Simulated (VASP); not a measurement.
# Si (R-3m) in VASP: single point with PBEsol

Aim: the single point of Si with PBEsol.

Everything below comes from runs of VASP 6.6.1. Logs are shortened: lines on timing, memory, paths and dates and some standing lists are left out, and cuts for length are marked.

### 1 The cell of the first run

Symmetry: R-3m, No. 166, trigonal system. Conventional cell: a = 3.850 Å, b = 3.850 Å, c = 9.317 Å, α = 90.00°, β = 90.00°, γ = 120.00°. Si (site symmetry 3m) has 4 Si at 2.34 to 2.35 Å within 3.1 Å.

### 2 Single point, PBEsol

Contents of INCAR:

```
SYSTEM = Si
PREC     = Accurate       ! precision mode
ENCUT    = 500            ! plane-wave cutoff, eV
EDIFF    = 1E-6           ! SCF threshold, eV
ISMEAR   = 0              ! smearing method
SIGMA    = 0.01           ! smearing width, eV
LREAL    = .False.        ! projectors in reciprocal space
LASPH    = .True.         ! aspherical terms in the spheres
NELM     = 120            ! most SCF steps
ALGO     = Normal         ! electronic algorithm
ISIF     = 2              ! what is computed and relaxed
LWAVE    = .False.        ! write WAVECAR
LCHARG   = .False.        ! write CHGCAR
GGA      = PS             ! functional
NBANDS   = 11             ! bands
GGA_COMPAT= .False.
```

Contents of KPOINTS:

```
regular mesh
0
Gamma
  6 6 6
  0 0 0
```

Contents of POSCAR:

```
Si
1.0
   -0.0216490556      2.7004866540      2.7004866540
    2.7004866540     -0.0216490556      2.7004866540
    2.7004866540      2.7004866540     -0.0216490556
Si
2
Direct
   -0.0005551567     -0.0005551567     -0.0005551567
    0.2505551567      0.2505551567      0.2505551567
```

Potentials or basis: VASP PAW PBE potentials, release 64 (Si).

Launch:

```bash
cat potpaw_PBE.64/Si/POTCAR > POTCAR
mpirun -np 1 vasp_std > vasp.out
```

OUTCAR:

```text
SYSTEM = Si
   PREC = Accurate
   ENCUT = 500
   EDIFF = 1E-6
   ISMEAR = 0
   LREAL = .False.
   LASPH = .True.
   NELM = 120
   ISIF = 2
   GGA = PS

 ion  position               nearest neighbor table
   1  0.999  0.999  0.999-   2 2.34   2 2.35   2 2.35   2 2.35
   2  0.251  0.251  0.251-   1 2.34   1 2.35   1 2.35   1 2.35

  LATTYP: Found a trigonal (rhomboedric) cell.
 ALAT       =     3.8191262114
 COS(alpha) =     0.4919674674

  Lattice vectors:

 A1 = (  -0.0216490556,   2.7004866540,   2.7004866540)
 A2 = (   2.7004866540,  -0.0216490556,   2.7004866540)
 A3 = (   2.7004866540,   2.7004866540,  -0.0216490556)

Analysis of symmetry for initial positions (statically):
=====================================================================
 Subroutine PRICEL returns:
 Original cell was already a primitive cell.

 Routine SETGRP: Setting up the symmetry group for a
 trigonal (rhombohedral) supercell.

 Subroutine GETGRP returns: Found 12 space group operations
 (whereof  6 operations were pure point group operations)
 out of a pool of 12 trial point group operations.

The static configuration has the point symmetry C_3v.
 The point group associated with its full space group is D_3d.

Analysis of symmetry for dynamics (positions and initial velocities):
=====================================================================
 Subroutine PRICEL returns:
 Original cell was already a primitive cell.

 Routine SETGRP: Setting up the symmetry group for a
 trigonal (rhombohedral) supercell.

 Subroutine GETGRP returns: Found 12 space group operations
 (whereof  6 operations were pure point group operations)
 out of a pool of 12 trial point group operations.

The dynamic configuration has the point symmetry C_3v.
 The point group associated with its full space group is D_3d.

 Subroutine INISYM returns: Found 12 space group operations
 (whereof  6 operations are pure point group operations),
 and found     1 'primitive' translations

----------------------------------------------------------------------------------------

                                     Primitive cell

  volume of cell :      39.8609

  direct lattice vectors                    reciprocal lattice vectors
    -0.021649056  2.700486654  2.700486654    -0.182940091  0.184418523  0.184418523
     2.700486654 -0.021649056  2.700486654     0.184418523 -0.182940091  0.184418523
     2.700486654  2.700486654 -0.021649056     0.184418523  0.184418523 -0.182940091

  length of vectors
     3.819126211  3.819126211  3.819126211     0.318570965  0.318570965  0.318570965

  position of ions in fractional coordinates (direct lattice)
     0.999444843  0.999444843  0.999444843
     0.250555157  0.250555157  0.250555157

  ion indices of the primitive-cell ions
   primitive index   ion index
                 1           1
                 2           2

----------------------------------------------------------------------------------------

 KPOINTS: regular mesh

Automatic generation of k-mesh.
 Grid dimensions read from file:
 generate k-points for:    6    6    6

 Generating k-lattice:

  Cartesian coordinates                     Fractional coordinates (reciprocal lattice)
    -0.030490015  0.030736420  0.030736420     0.166666667  0.000000000  0.000000000
     0.030736420 -0.030490015  0.030736420     0.000000000  0.166666667  0.000000000
     0.030736420  0.030736420 -0.030490015     0.000000000  0.000000000  0.166666667

  Length of vectors
     0.053095161  0.053095161  0.053095161

  Shift w.r.t. Gamma in fractional coordinates (k-lattice)
     0.000000000  0.000000000  0.000000000

 Subroutine IBZKPT returns following result:
 ===========================================

 Found     32 irreducible k-points:

 Following reciprocal coordinates:
            Coordinates               Weight
  0.000000  0.000000  0.000000      1.000000
  0.166667  0.000000  0.000000      6.000000
  0.333333  0.000000  0.000000      6.000000
  0.500000 -0.000000 -0.000000      3.000000
  0.166667  0.166667  0.000000      6.000000
  0.333333  0.166667 -0.000000     12.000000
[... 16 lines left out ...]
  0.500000  0.500000  0.166667      6.000000
 -0.333333  0.500000  0.166667     12.000000
 [... further k-points ...]
   k-points           NKPTS =     32   k-points in BZ     NKDIM =     32   number of bands    NBANDS=     11
   number of dos      NEDOS =    301   number of ions     NIONS =      2
   total plane-waves  NPLWV =  21952
   dimension x,y,z NGX =    28 NGY =   28 NGZ =   28
   dimension x,y,z NGXF=    56 NGYF=   56 NGZF=   56
   ions per type =               2
   NGX,Y,Z   is equivalent  to a cutoff of  12.19, 12.19, 12.19 a.u.
   NGXF,Y,Z  is equivalent  to a cutoff of  24.38, 24.38, 24.38 a.u.
 SYSTEM =  Si
   PREC   = accura    normal or accurate (medium, high low for compatibility)
   ISTART =      0    job   : 0-new  1-cont  2-samecut
   ICHARG =      2    charge: 1-file 2-atom 10-const
   ISPIN  =      1    spin polarized calculation?
   LNONCOLLINEAR =      F non collinear calculations
   LSORBIT =      F    spin-orbit coupling
   LASPH  =      T    aspherical Exc in radial PAW
   ENCUT  =  500.0 eV  36.75 Ry    6.06 a.u.   6.96  6.96  6.96*2*pi/ulx,y,z
   NELM   =    120;   NELMIN=  2; NELMDL= -5     # of ELM steps
   EDIFF  = 0.1E-05   stopping-criterion for ELM
   LREAL  =      F    real-space projection
   EDIFFG = 0.1E-04   stopping-criterion for IOM
   NSW    =      0    number of steps for IOM
   IBRION =     -1    ionic relax: 0-MD 1-quasi-New 2-CG
   NFREE  =      0    steps in history (QN), initial steepest desc. (CG)
   ISIF   =      2    stress and relaxation
   ISYM   =      2    0-nonsym 1-usesym 2-fastsym
   POTIM  = 0.5000    time-step for ionic-motion
   TEBEG  =    0.0;   TEEND  =   0.0 temperature during run
   PSTRESS=    0.0 pullay stress
   NELECT =       8.0000    total number of electrons
   NUPDOWN=      -1.0000    fix difference up-down
   EMIN   =  10.00;   EMAX   =-10.00  energy-range for DOS
   EFERMI =   0.00;   METHOD = LEGACY
   ISMEAR =     0;   SIGMA  =   0.01  broadening in eV -4-tet -1-fermi 0-gaus
   EFERMI_NEDOS =   21; number of points for ismear=-14 and -15
   IALGO  =     38    algorithm
   IMIX   =      4    mixing-type and parameters
     AMIX     =   0.40;   BMIX     =  1.00
     AMIX_MAG =   1.60;   BMIX_MAG =  1.00
  volume/ion in A,a.u.               =      19.93       134.50
  Fermi-wavevector in a.u.,A,eV,Ry     =   0.958493  1.811290 12.499800  0.918709
  Thomas-Fermi vector in A             =   2.087605
   LORBIT       =      0    0 simple, 1 ext, 2 COOP (PROOUT), +10 PAW based schemes
   GGA     = PS    functional components
   LHFCALC =     F    Hartree Fock is set to
   AEXX    =    0.0000 exact exchange contribution
   IVDW    =     0    specifies the selected vdW correction
   LEPSILON=     F    determine dielectric tensor
   LRPA    =     F    only Hartree local field effects (RPA)
 non-spin polarized calculation
 Gauss-broadening in eV      SIGMA  =   0.01
  energy-cutoff  :      500.00
  volume of cell :       39.86
 maximum number of plane-waves:      1025
   NGX = 13   NGY = 13   NGZ = 13

 number of electron       8.0000001 magnetization

 Free energy of the ion-electron system (eV)
  ---------------------------------------------------
  ext. energy  EPLUGINS =         0.00000000
  ---------------------------------------------------
  free energy    TOTEN  =       -11.46509934 eV

  energy without entropy =      -11.46509934  energy(sigma->0) =      -11.46509934

 E-fermi :   5.9955     XC(G=0):  -9.5672

 val. band max:        5.9208186746   @ k =   0.0000   0.0000   0.0000
 cond. band min:       6.3600045259   @ k =   0.5000   0.5000  -0.0000
 fundamental gap:      0.4391858514
 Fermi energy:         5.9955246874

 k-point     1 :       0.0000    0.0000    0.0000
  band No.  band energies     occupation
      1      -6.1791      2.00000
      2       5.8069      2.00000
      3       5.8069      2.00000
      4       5.9208      2.00000
      5       8.3154      0.00000
      6       8.3154      0.00000
      7       8.4254      0.00000
      8       9.2456      0.00000
      9      13.5321      0.00000
     10      13.5321      0.00000
     11      13.5717      0.00000

 k-point     2 :       0.1667    0.0000    0.0000
  band No.  band energies     occupation
      1      -5.8173      2.00000
      2       3.4092      2.00000
      3       5.3624      2.00000
      4       5.4470      2.00000
      5       8.1719      0.00000
      6       8.9675      0.00000
      7       9.0787      0.00000
      8      11.2682      0.00000
      9      12.8438      0.00000
     10      12.9060      0.00000
     11      14.7230      0.00000

 k-point     3 :       0.3333    0.0000    0.0000
  band No.  band energies     occupation
      1      -4.7987      2.00000
      2       0.4425      2.00000
      3       4.8248      2.00000
      4       4.8877      2.00000
      5       7.5887      0.00000
      6       9.2679      0.00000
      7       9.3424      0.00000
      8      13.5549      0.00000
      9      13.6934      0.00000
     10      13.8703      0.00000
     11      14.8607      0.00000

 k-point     4 :       0.5000   -0.0000   -0.0000
  band No.  band energies     occupation
      1      -3.8369      2.00000
      2      -1.2026      2.00000
      3       4.6327      2.00000
      4       4.6864      2.00000
      5       7.3640      0.00000
      6       9.0954      0.00000
      7       9.1668      0.00000
      8      13.3883      0.00000
      9      16.2588      0.00000
     10      16.4192      0.00000
     11      16.9672      0.00000

 k-point     5 :       0.1667    0.1667    0.0000
  band No.  band energies     occupation
      1      -5.6912      2.00000
      2       3.8055      2.00000
      3       4.5833      2.00000
      4       4.6785      2.00000
      5       7.4635      0.00000
      6      10.0496      0.00000
      7      10.1353      0.00000
      8      10.2244      0.00000
      9      12.4250      0.00000
     10      14.0715      0.00000
     11      15.4129      0.00000
[... 211 lines left out ...]
 k-point    21 :      -0.3333    0.3333    0.1667
  band No.  band energies     occupation
      1      -2.8794      2.00000
      2      -1.0255      2.00000
      3       1.7625      2.00000
      4       3.0410      2.00000
      5       9.0778      0.00000
      6       9.3566      0.00000
      7      11.8367      0.00000
      8      12.3700      0.00000
      9      13.4507      0.00000
     10      16.8275      0.00000
     11      17.6459      0.00000

 k-point    22 :      -0.1667    0.3333    0.1667
  band No.  band energies     occupation
      1      -3.8856      2.00000
      2       0.1886      2.00000
      3       2.2022      2.00000
      4       3.5212      2.00000
      5       8.6263      0.00000
      6       9.4895      0.00000
      7      10.1029      0.00000
      8      12.9037      0.00000
      9      14.8687      0.00000
     10      15.5751      0.00000
     11      18.7488      0.00000

 k-point    23 :       0.5000    0.5000    0.1667
  band No.  band energies     occupation
      1      -3.0568      2.00000
      2      -0.7499      2.00000
      3       2.1726      2.00000
      4       3.2027      2.00000
      5       6.7256      0.00000
      6       8.5160      0.00000
      7      13.1729      0.00000
      8      13.1885      0.00000
      9      16.5040      0.00000
     10      16.6176      0.00000
     11      18.2218      0.00000

 k-point    24 :      -0.3333    0.5000    0.1667
  band No.  band energies     occupation
      1      -1.9021      2.00000
      2      -1.8472      2.00000
      3       2.1033      2.00000
      4       2.1553      2.00000
      5       8.4158      0.00000
      6       8.5775      0.00000
      7      12.4553      0.00000
      8      12.6641      0.00000
      9      16.3854      0.00000
     10      16.4017      0.00000
     11      18.7611      0.00000

 [... further k-points ...]
[... 5 lines left out ...]
  --------------------------------------------------------------------------------------
  -------------------------------------------------------------------------------------
  Total        0.1928440      0.1928440      0.1928440      0.1475623      0.1475623      0.1475623
  in kB        7.7512109      7.7512109      7.7512109      5.9311463      5.9311463      5.9311463
  external PRESSURE =       7.7512109 kB  Pullay stress =       0.0000000 kB

 VOLUME and BASIS-vectors are now :
 -----------------------------------------------------------------------------
  energy-cutoff  :      500.00
  volume of cell :       39.86
      direct lattice vectors                 reciprocal lattice vectors
    -0.021649056  2.700486654  2.700486654    -0.182940091  0.184418523  0.184418523
     2.700486654 -0.021649056  2.700486654     0.184418523 -0.182940091  0.184418523
     2.700486654  2.700486654 -0.021649056     0.184418523  0.184418523 -0.182940091

 POSITION                                       TOTAL-FORCE (eV/Angst)
 -----------------------------------------------------------------------------------
      5.37634      5.37634      5.37634         0.000157      0.000157      0.000157
      1.34782      1.34782      1.34782        -0.000157     -0.000157     -0.000157
 -----------------------------------------------------------------------------------
    total drift:                               -0.000000     -0.000000      0.000000

  FREE ENERGIE OF THE ION-ELECTRON SYSTEM (eV)
  ---------------------------------------------------
  free  energy   TOTEN  =       -11.4650993427 eV

  energy  without entropy=      -11.4650993427  energy(sigma->0) =      -11.46509934
```

It took 15 s on 1 thread of Intel Xeon Platinum 8259CL at 2.50GHz (Skylake/Cascade Lake), shared host; peak memory 0.15 GiB.

Results:

| Quantity | Value |
| --- | --- |
| Free energy | -11.4651 eV |
| Pressure | 0.8 GPa |
| Band gap on the k mesh | 0.44 eV, indirect (least direct gap 2.39 eV) |

Stress tensor (GPa, compression positive):
```
0.78 0.59 0.59
0.59 0.78 0.59
0.59 0.59 0.78
```

Caveat: the PAW data sets were made with another functional, which shifts forces and pressure a little.
